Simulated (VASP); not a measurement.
# Ga (P6/mmm) in VASP: further runs, part 2 of 2

VASP 6.6.1. Earlier steps stand in the parts before.

### Step 4. Single point, PBE

This run uses another cell than the first one, of 16.47 Å³/atom, 1.133 times its volume.

INCAR

```
SYSTEM = Ga
PREC = Accurate
ENCUT = 520
EDIFF = 1E-6
ISMEAR = -1
SIGMA = 0.05
LREAL = .FALSE.
LASPH = .TRUE.
NELM = 100
ALGO = Normal
ISIF = 2
LWAVE = .FALSE.
LCHARG = .FALSE.
GGA = PE
NBANDS = 12
```

KPOINTS

```
regular mesh
0
G
  17 17 15
  0 0 0
```

POSCAR

```
Ga
1.0
    2.7088094450      0.0000000000      0.0000000000
   -1.3544047225      2.3458977934      0.0000000000
    0.0000000000      0.0000000000      2.5920438872
Ga
1
Direct
    0.0000000000      0.0000000000      0.0000000000
```

Potentials or basis: VASP PAW PBE potentials, release 64 (Ga_d).

Started as:

```bash
$ cat potpaw_PBE.64/Ga_d/POTCAR > POTCAR
$ mpirun -np 1 vasp_std > vasp.out
```

OUTCAR:

```text
SYSTEM = Ga
   PREC = Accurate
   ENCUT = 520
   EDIFF = 1E-6
   ISMEAR = -1
   LREAL = .FALSE.
   LASPH = .TRUE.
   NELM = 100
   ISIF = 2
   GGA = PE

 ion  position               nearest neighbor table
   1  0.000  0.000  0.000-

  LATTYP: Found a hexagonal cell.
 ALAT       =     2.7088094450
 C/A-ratio  =     0.9568941411

  Lattice vectors:

 A1 = (   2.7088094450,   0.0000000000,   0.0000000000)
 A2 = (  -1.3544047225,   2.3458977934,   0.0000000000)
 A3 = (   0.0000000000,   0.0000000000,   2.5920438872)

Analysis of symmetry for initial positions (statically):
=====================================================================
 Subroutine PRICEL returns:
 Original cell was already a primitive cell.

 Routine SETGRP: Setting up the symmetry group for a
 hexagonal supercell.

 Subroutine GETGRP returns: Found 24 space group operations
 (whereof 24 operations were pure point group operations)
 out of a pool of 24 trial point group operations.

The static configuration has the point symmetry D_6h.

Analysis of symmetry for dynamics (positions and initial velocities):
[... 167 lines left out ...]
      3      -8.3419      2.00000
      4      -7.9731      2.00000
      5      -7.9731      2.00000
      6      -5.3524      2.00000
      7      16.2104      0.00000
      8      19.5718      0.00000
      9      19.9518      0.00000
     10      19.9519      0.00000
     11      23.8503      0.00000
     12      24.3748      0.00000
[... 331 lines left out ...]
 k-point    24 :       0.1765    0.1765    0.0000
  band No.  band energies     occupation
      1      -8.5678      2.00000
      2      -8.4148      2.00000
      3      -8.1274      2.00000
      4      -8.0938      2.00000
      5      -8.0137      2.00000
      6      -2.6783      2.00000
      7      10.0522      0.00000
      8      11.3147      0.00000
      9      18.9640      0.00000
     10      22.0766      0.00000
     11      24.5790      0.00000
     12      27.0063      0.00000

 [... further k-points ...]

------------------------ aborting loop because EDIFF is reached ----------------------------------------

  FORCE on cell =-STRESS in cart. coord.  units (eV):
  Direction    XX          YY          ZZ          XY          YZ          ZX
  --------------------------------------------------------------------------------------
  -------------------------------------------------------------------------------------
  Total        1.2394525      1.2394525      1.2345089     -0.0000000     -0.0000000     -0.0000000
  in kB      120.5620377    120.5620377    120.0811701     -0.0000000     -0.0000000     -0.0000000
  external PRESSURE =     120.4017485 kB  Pullay stress =       0.0000000 kB

 VOLUME and BASIS-vectors are now :
 -----------------------------------------------------------------------------
  energy-cutoff  :      520.00
  volume of cell :       16.47
      direct lattice vectors                 reciprocal lattice vectors
     2.708809445  0.000000000  0.000000000     0.369165872  0.213138015  0.000000000
    -1.354404722  2.345897793  0.000000000     0.000000000  0.426276031  0.000000000
     0.000000000  0.000000000  2.592043887     0.000000000  0.000000000  0.385795937

 POSITION                                       TOTAL-FORCE (eV/Angst)
 -----------------------------------------------------------------------------------
      0.00000      0.00000      0.00000        -0.000000      0.000000      0.000000
 -----------------------------------------------------------------------------------
    total drift:                               -0.000000      0.000000      0.000000

  FREE ENERGIE OF THE ION-ELECTRON SYSTEM (eV)
  ---------------------------------------------------
  free  energy   TOTEN  =        -2.7725345225 eV

  energy  without entropy=       -2.7692808329  energy(sigma->0) =       -2.77090768
```

OSZICAR:

```text
N       E                     dE             d eps       ncg     rms          rms(c)
DAV:   1     0.425281187115E+02    0.42528E+02   -0.66376E+03  6952   0.196E+03
DAV:   2    -0.861268174591E+00   -0.43389E+02   -0.41693E+02  6740   0.258E+02
DAV:   3    -0.278951008135E+01   -0.19282E+01   -0.19237E+01  7192   0.447E+01
DAV:   4    -0.280468989540E+01   -0.15180E-01   -0.15178E-01  7348   0.415E+00
DAV:   5    -0.280484894363E+01   -0.15905E-03   -0.15905E-03  7480   0.403E-01    0.111E+00
DAV:   6    -0.277795507028E+01    0.26894E-01   -0.50883E-02  7932   0.485E+00    0.543E-01
DAV:   7    -0.277312631916E+01    0.48288E-02   -0.84290E-03  8188   0.165E+00    0.151E-01
DAV:   8    -0.277253023919E+01    0.59608E-03   -0.85196E-04  7512   0.505E-01    0.144E-02
DAV:   9    -0.277253461423E+01   -0.43750E-05   -0.89918E-06  8364   0.394E-02    0.366E-03
DAV:  10    -0.277253452247E+01    0.91761E-07   -0.39646E-07  5012   0.123E-02
   1 F= -.27725345E+01 E0= -.27709077E+01  d E =-.325369E-02
```

Run time: 20 s. Hardware: 1 thread of Intel Xeon 6975P-C (Granite Rapids), shared host; peak memory 0.16 GiB.

What came out:

```
Free energy : -2.7725 eV
Pressure    : 12.0 GPa
```

### Step 5. Single point, PBE

INCAR

```
PREC = Accurate
ENCUT = 520
EDIFF = 1E-6
ISMEAR = -1
SIGMA = 0.05
LREAL = False
LASPH = True
NELM = 80
ALGO = Normal
ISIF = 2
LWAVE = False
LCHARG = False
GGA = PE
NBANDS = 12
```

KPOINTS

```
regular mesh
0
Gamma
  17 17 15
```

POSCAR is that of step 4.

Started as:

```bash
$ cat potpaw_PBE.64/Ga_d/POTCAR > POTCAR
$ mpirun -np 1 vasp_std > vasp.out
```

It took 19 s on 1 thread of Intel Xeon 6975P-C (Granite Rapids), shared host; peak memory 0.16 GiB.

It converged, with:

```yaml
Free_energy: -2.7725 eV
Pressure: 12.0 GPa
```

Levels at points of the mesh, in eV from the Fermi level:
```
           k point  band 4  band 5  band 6  band 7  band 8  band 9
(0.00, 0.00, 0.00)  -14.62  -14.62  -12.00    9.56   12.93   13.31
```
